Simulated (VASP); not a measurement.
# S (Im-3m) in VASP: a series of runs

The runs below take S through single point, relaxation of cell and atoms, with PBE.

Everything below comes from runs of VASP 6.6.1. Logs are shortened: lines on timing, memory, paths and dates and some standing lists are left out, and cuts for length are marked.

### 1 The cell of the first run

The structure is cubic, space group Im-3m (No. 229). Conventional cell: a = 3.178 Å, b = 3.178 Å, c = 3.178 Å, α = 90.00°, β = 90.00°, γ = 90.00°. Within 3.6 Å of S (site symmetry m-3m) lie 14 S at 2.75 to 3.18 Å.

This isn't the form of S at room conditions, which is orthorhombic, of S8 rings.

### 2 Single point, PBE

Input file INCAR:

```
ALGO = Normal
EDIFF = 1E-6
ENCUT = 500
GGA = PE
GGA_COMPAT = F
ISIF = 2
ISMEAR = 1
LASPH = T
LCHARG = F
LREAL = F
LWAVE = F
NBANDS = 9
NELM = 120
PREC = Accurate
SIGMA = 0.05
```

Input file KPOINTS:

```
k-points
0
Gamma
  9 9 9
```

Input file POSCAR:

```
S
1.0
   -1.5887860022      1.5887860022      1.5887860022
    1.5887860022     -1.5887860022      1.5887860022
    1.5887860022      1.5887860022     -1.5887860022
S
1
Direct
    0.0000000000      0.0000000000      0.0000000000
```

Potentials or basis: VASP PAW PBE potentials, release 64 (S).

Command:

```bash
$ cat potpaw_PBE.64/S/POTCAR > POTCAR
$ mpirun -np 1 vasp_std > vasp.out
```

OUTCAR:

```text
EDIFF = 1E-6
   ENCUT = 500
   GGA = PE
   ISIF = 2
   ISMEAR = 1
   LASPH = T
   LREAL = F
   NELM = 120
   PREC = Accurate

 ion  position               nearest neighbor table
   1  0.000  0.000  0.000-

  LATTYP: Found a body centered cubic cell.
 ALAT       =     3.1775720044

  Lattice vectors:

 A1 = (  -1.5887860022,   1.5887860022,   1.5887860022)
 A2 = (   1.5887860022,  -1.5887860022,   1.5887860022)
 A3 = (   1.5887860022,   1.5887860022,  -1.5887860022)

Analysis of symmetry for initial positions (statically):
=====================================================================
 Subroutine PRICEL returns:
 Original cell was already a primitive cell.

 Routine SETGRP: Setting up the symmetry group for a
 body centered cubic supercell.

 Subroutine GETGRP returns: Found 48 space group operations
 (whereof 48 operations were pure point group operations)
 out of a pool of 48 trial point group operations.

The static configuration has the point symmetry O_h .

Analysis of symmetry for dynamics (positions and initial velocities):
=====================================================================
 Subroutine PRICEL returns:
 Original cell was already a primitive cell.

 Routine SETGRP: Setting up the symmetry group for a
 body centered cubic supercell.

 Subroutine GETGRP returns: Found 48 space group operations
 (whereof 48 operations were pure point group operations)
 out of a pool of 48 trial point group operations.

The dynamic configuration has the point symmetry O_h .

 Subroutine INISYM returns: Found 48 space group operations
 (whereof 48 operations are pure point group operations),
 and found     1 'primitive' translations

----------------------------------------------------------------------------------------

                                     Primitive cell

  volume of cell :      16.0419

  direct lattice vectors                    reciprocal lattice vectors
    -1.588786002  1.588786002  1.588786002     0.000000000  0.314705693  0.314705693
     1.588786002 -1.588786002  1.588786002     0.314705693  0.000000000  0.314705693
     1.588786002  1.588786002 -1.588786002     0.314705693  0.314705693  0.000000000

  length of vectors
     2.751858078  2.751858078  2.751858078     0.445061059  0.445061059  0.445061059

  position of ions in fractional coordinates (direct lattice)
     0.000000000  0.000000000  0.000000000

  ion indices of the primitive-cell ions
   primitive index   ion index
                 1           1

----------------------------------------------------------------------------------------

 KPOINTS: k-points

Automatic generation of k-mesh.
 Grid dimensions read from file:
 generate k-points for:    9    9    9

 Generating k-lattice:

  Cartesian coordinates                     Fractional coordinates (reciprocal lattice)
     0.000000000  0.034967299  0.034967299     0.111111111  0.000000000  0.000000000
     0.034967299  0.000000000  0.034967299     0.000000000  0.111111111  0.000000000
     0.034967299  0.034967299  0.000000000     0.000000000  0.000000000  0.111111111

  Length of vectors
     0.049451229  0.049451229  0.049451229

  Shift w.r.t. Gamma in fractional coordinates (k-lattice)
     0.000000000  0.000000000  0.000000000

 Subroutine IBZKPT returns following result:
 ===========================================

 Found     35 irreducible k-points:

 Following reciprocal coordinates:
            Coordinates               Weight
  0.000000  0.000000  0.000000      1.000000
  0.111111  0.000000  0.000000     12.000000
  0.222222  0.000000  0.000000     12.000000
  0.333333  0.000000  0.000000     12.000000
  0.444444  0.000000  0.000000     12.000000
  0.111111  0.111111  0.000000     24.000000
[... 16 lines left out ...]
 -0.333333  0.444444  0.111111     48.000000
 -0.444444 -0.444444  0.111111     24.000000
 [... further k-points ...]
   k-points           NKPTS =     35   k-points in BZ     NKDIM =     35   number of bands    NBANDS=      9
   number of dos      NEDOS =    301   number of ions     NIONS =      1
   total plane-waves  NPLWV =   8000
   dimension x,y,z NGX =    20 NGY =   20 NGZ =   20
   dimension x,y,z NGXF=    40 NGYF=   40 NGZF=   40
   ions per type =               1
   NGX,Y,Z   is equivalent  to a cutoff of  12.08, 12.08, 12.08 a.u.
   NGXF,Y,Z  is equivalent  to a cutoff of  24.16, 24.16, 24.16 a.u.
 SYSTEM =  unknown system
   PREC   = accura    normal or accurate (medium, high low for compatibility)
   ISTART =      0    job   : 0-new  1-cont  2-samecut
   ICHARG =      2    charge: 1-file 2-atom 10-const
   ISPIN  =      1    spin polarized calculation?
   LNONCOLLINEAR =      F non collinear calculations
   LSORBIT =      F    spin-orbit coupling
   LASPH  =      T    aspherical Exc in radial PAW
   ENCUT  =  500.0 eV  36.75 Ry    6.06 a.u.   5.02  5.02  5.02*2*pi/ulx,y,z
   NELM   =    120;   NELMIN=  2; NELMDL= -5     # of ELM steps
   EDIFF  = 0.1E-05   stopping-criterion for ELM
   LREAL  =      F    real-space projection
   EDIFFG = 0.1E-04   stopping-criterion for IOM
   NSW    =      0    number of steps for IOM
   IBRION =     -1    ionic relax: 0-MD 1-quasi-New 2-CG
   NFREE  =      0    steps in history (QN), initial steepest desc. (CG)
   ISIF   =      2    stress and relaxation
   ISYM   =      2    0-nonsym 1-usesym 2-fastsym
   POTIM  = 0.5000    time-step for ionic-motion
   TEBEG  =    0.0;   TEEND  =   0.0 temperature during run
   PSTRESS=    0.0 pullay stress
   NELECT =       6.0000    total number of electrons
   NUPDOWN=      -1.0000    fix difference up-down
   EMIN   =  10.00;   EMAX   =-10.00  energy-range for DOS
   EFERMI =   0.00;   METHOD = LEGACY
   ISMEAR =     1;   SIGMA  =   0.05  broadening in eV -4-tet -1-fermi 0-gaus
   EFERMI_NEDOS =   21; number of points for ismear=-14 and -15
   IALGO  =     38    algorithm
   IMIX   =      4    mixing-type and parameters
     AMIX     =   0.40;   BMIX     =  1.00
     AMIX_MAG =   1.60;   BMIX_MAG =  1.00
  volume/ion in A,a.u.               =      16.04       108.26
  Fermi-wavevector in a.u.,A,eV,Ry     =   1.179523  2.228976 18.929447  1.391275
  Thomas-Fermi vector in A             =   2.315833
   LORBIT       =      0    0 simple, 1 ext, 2 COOP (PROOUT), +10 PAW based schemes
   GGA     = PE    functional components
   LHFCALC =     F    Hartree Fock is set to
   AEXX    =    0.0000 exact exchange contribution
   IVDW    =     0    specifies the selected vdW correction
   LEPSILON=     F    determine dielectric tensor
   LRPA    =     F    only Hartree local field effects (RPA)
 non-spin polarized calculation
 Methfessel and Paxton  Order N= 1 SIGMA  =   0.05
  energy-cutoff  :      500.00
  volume of cell :       16.04
 maximum number of plane-waves:       415
   NGX =  9   NGY =  9   NGZ =  9

 number of electron       5.9999997 magnetization

 Free energy of the ion-electron system (eV)
  ---------------------------------------------------
  ext. energy  EPLUGINS =         0.00000000
  ---------------------------------------------------
  free energy    TOTEN  =        -3.00361198 eV

  energy without entropy =       -3.00381393  energy(sigma->0) =       -3.00367930

 E-fermi :   7.2774     XC(G=0): -11.0983

 val. band max:        7.1482876509   @ k =   0.1111   0.1111   0.0000
 cond. band min:       7.3175774207   @ k =   0.3333   0.1111   0.1111
 fundamental gap:      0.1692897698
 Fermi energy:         7.2773971060

 k-point     1 :       0.0000    0.0000    0.0000
  band No.  band energies     occupation
      1      -9.3023      2.00000
      2      10.4086      0.00000
      3      10.4086      0.00000
      4      10.4086      0.00000
      5      19.6597      0.00000
      6      19.6597      0.00000
      7      19.6597      0.00000
      8      21.6326      0.00000
      9      23.3210      0.00000

 k-point     2 :       0.1111    0.0000    0.0000
  band No.  band energies     occupation
      1      -8.9986      2.00000
      2       9.0326      0.00000
      3       9.8828      0.00000
      4      10.3194      0.00000
      5      18.9184      0.00000
      6      19.2347      0.00000
      7      20.7802      0.00000
      8      22.3093      0.00000
      9      22.7293      0.00000

 k-point     3 :       0.2222    0.0000    0.0000
  band No.  band energies     occupation
      1      -8.1090      2.00000
      2       6.1012      2.00000
      3       8.8478      0.00000
      4      10.0870      0.00000
      5      17.4317      0.00000
      6      17.5595      0.00000
      7      22.6431      0.00000
      8      23.1735      0.00000
      9      23.5676      0.00000

 k-point     4 :       0.3333    0.0000    0.0000
  band No.  band energies     occupation
      1      -6.7334      2.00000
      2       2.9669      2.00000
      3       7.9516     -0.00000
      4       9.8158      0.00000
      5      15.8860      0.00000
      6      16.4395      0.00000
      7      23.8588      0.00000
      8      23.9923      0.00000
      9      27.2218      0.00000
[... 205 lines left out ...]
 k-point    22 :      -0.4444    0.4444    0.1111
  band No.  band energies     occupation
      1      -5.0374      2.00000
      2       0.8399      2.00000
      3       6.8174      2.00000
      4       8.6606      0.00000
      5      15.8665      0.00000
      6      17.1146      0.00000
      7      21.6159      0.00000
      8      23.4428      0.00000
      9      30.3831      0.00000

 k-point    23 :      -0.3333    0.4444    0.1111
  band No.  band energies     occupation
      1      -5.2624      2.00000
      2       2.1863      2.00000
      3       5.3432      2.00000
      4       8.6055      0.00000
      5      16.3588      0.00000
      6      17.7452      0.00000
      7      21.0452      0.00000
      8      23.1324      0.00000
      9      27.6279      0.00000

 k-point    24 :      -0.4444   -0.4444    0.1111
  band No.  band energies     occupation
      1      -4.3892      2.00000
      2       0.9512      2.00000
      3       4.9742      2.00000
      4       8.5790      0.00000
      5      16.1727      0.00000
      6      18.1537      0.00000
      7      20.2526      0.00000
      8      22.9008      0.00000
      9      29.7541      0.00000

 [... further k-points ...]

------------------------ aborting loop because EDIFF is reached ----------------------------------------

  FORCE on cell =-STRESS in cart. coord.  units (eV):
  Direction    XX          YY          ZZ          XY          YZ          ZX
  --------------------------------------------------------------------------------------
  -------------------------------------------------------------------------------------
  Total       -0.0071649     -0.0071649     -0.0071649      0.0000000     -0.0000000     -0.0000000
  in kB       -0.7155879     -0.7155879     -0.7155879      0.0000000     -0.0000000     -0.0000000
  external PRESSURE =      -0.7155879 kB  Pullay stress =       0.0000000 kB

 VOLUME and BASIS-vectors are now :
 -----------------------------------------------------------------------------
  energy-cutoff  :      500.00
  volume of cell :       16.04
      direct lattice vectors                 reciprocal lattice vectors
    -1.588786002  1.588786002  1.588786002     0.000000000  0.314705693  0.314705693
     1.588786002 -1.588786002  1.588786002     0.314705693  0.000000000  0.314705693
     1.588786002  1.588786002 -1.588786002     0.314705693  0.314705693  0.000000000

 POSITION                                       TOTAL-FORCE (eV/Angst)
 -----------------------------------------------------------------------------------
      0.00000      0.00000      0.00000         0.000000     -0.000000      0.000000
 -----------------------------------------------------------------------------------
    total drift:                                0.000000      0.000000      0.000000

  FREE ENERGIE OF THE ION-ELECTRON SYSTEM (eV)
  ---------------------------------------------------
  free  energy   TOTEN  =        -3.0036119835 eV

  energy  without entropy=       -3.0038139264  energy(sigma->0) =       -3.00367930
```

It took 3.6 s on 1 thread of Intel Xeon Platinum 8259CL at 2.50GHz (Skylake/Cascade Lake), shared host; peak memory 0.12 GiB.

What came out:

* Free energy: -3.0036 eV
* Pressure: -0.1 GPa
* Band gap on the k mesh: zero (bands 3 and 4 overlap by 6.36 eV)

Levels at points of the mesh, in eV from the Fermi level:
```
           k point  band 1  band 2  band 3  band 4  band 5  band 6  band 7
(0.00, 0.00, 0.00)  -16.58    3.13    3.13    3.13   12.38   12.38   12.38
```

### 3 Relaxation of cell and atoms, PBE

This run uses another cell than the first one, of 18.46 Å³/atom.

Input file INCAR:

```
SYSTEM = S
  PREC = Accurate
  ENCUT = 500
  EDIFF = 1E-7
  ISMEAR = 1
  SIGMA = 0.05
  LREAL = .False.
  LASPH = .True.
  NELM = 120
  ALGO = Normal
  ISIF = 3
  LWAVE = .False.
  LCHARG = .False.
  GGA = PE
  IBRION = 2
  NSW = 80
  EDIFFG = -0.01
  GGA_COMPAT = .False.
  NELMIN = 4
```

Input file KPOINTS:

```
Automatic mesh
0
Gamma
  9 9 9
  0 0 0
```

Input file POSCAR:

```
S
1.0
   -1.6650000000      1.6650000000      1.6650000000
    1.6650000000     -1.6650000000      1.6650000000
    1.6650000000      1.6650000000     -1.6650000000
S
1
Direct
    0.0000000000      0.0000000000      0.0000000000
```

Potentials or basis: VASP PAW PBE potentials, release 64 (S).

Command:

```bash
$ cat potpaw_PBE.64/S/POTCAR > POTCAR
$ mpirun -np 1 vasp_std > vasp.out
```

It took 10 s on 1 thread of Intel Xeon Platinum 8259CL at 2.50GHz (Skylake/Cascade Lake), shared host; peak memory 0.13 GiB.

Results (log left out):

```
Free energy                           : -3.0045 eV
Relaxed volume                        : 16.03 Å³/atom
Relaxed cell                          : a = 2.751 Å, b = 2.751 Å, c = 2.751 Å, α = 109.47°, β = 109.47°, γ = 109.47°
Space group after relaxing (to 0.1 Å) : Im-3m (No. 229)
Energy gained by relaxing             : 78.6 meV/atom
Ionic steps                           : 3
Pressure after relaxing               : 0.0 GPa
Band gap on the k mesh                : zero (bands 3 and 4 overlap by 6.37 eV)
```

The path:
```
step  energy change (eV)  largest force (eV/Å)  pressure (GPa)  volume (Å³)
   1              0.0000                0.0000           -9.10        18.46
   2             -0.0777                0.0000            1.35        15.80
   3             -0.0786                0.0000            0.01        16.03
```

Final structure:
```cif
data_structure
_symmetry_space_group_name_H-M 'P 1'
_symmetry_Int_Tables_number 1
_cell_length_a 2.7511
_cell_length_b 2.7511
_cell_length_c 2.7511
_cell_angle_alpha 109.471
_cell_angle_beta 109.471
_cell_angle_gamma 109.471
_cell_volume 16.03
loop_
_atom_site_label
_atom_site_type_symbol
_atom_site_fract_x
_atom_site_fract_y
_atom_site_fract_z
_atom_site_occupancy
S1 S 0.00000 0.00000 0.00000 1
```

Levels at points of the mesh, in eV from the Fermi level:
```
           k point  band 1  band 2  band 3  band 4  band 5  band 6  band 7
(0.00, 0.00, 0.00)  -16.59    3.14    3.14    3.14   12.38   12.38   12.38
```

The gap in the log of VASP goes by the Fermi energy; the results here count the filled bands.